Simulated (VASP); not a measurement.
A run of VASP 6.6.1 is set up as follows.

INCAR

```
  PREC = Accurate
  ENCUT = 500
  EDIFF = 1E-6
  ISMEAR = 0
  SIGMA = 0.1
  LREAL = F
  LASPH = T
  NELM = 200
  ALGO = Normal
  ISIF = 2
  LWAVE = F
  LCHARG = F
  GGA = PE
  NBANDS = 12
  GGA_COMPAT = F
  LMAXMIX = 6
```

Contents of KPOINTS:

```
Automatic mesh
0
Gamma
  6 6 6
```

File POSCAR:

```
TmH
1.0
    3.1357653958      0.0000000000      0.0000000000
    0.0000000000      3.1357653958      0.0000000000
    0.0000000000      0.0000000000      3.1357653958
Tm H
1 1
Direct
    0.5000000000      0.5000000000      0.5000000000
    0.0000000000      0.0000000000      0.0000000000
```

Potentials or basis: VASP PAW PBE potentials, release 64 (Tm_3, H), 4f in core.

The run is started by

```sh
$ cat potpaw_PBE.64/Tm_3/POTCAR potpaw_PBE.64/H/POTCAR > POTCAR
$ mpirun -np 1 vasp_std > vasp.out
```

(1) What does it give for the band gap on the k mesh?

(2) Estimate the pressure.

## Answers

(1) zero (bands 5 and 6 overlap by 2.21 eV).

(2) 0.3 GPa.

Caveat: spin-orbit coupling is left out, which moves the levels of the heavy elements; the 4f electrons are frozen in the core, so they carry no moment and show no levels.
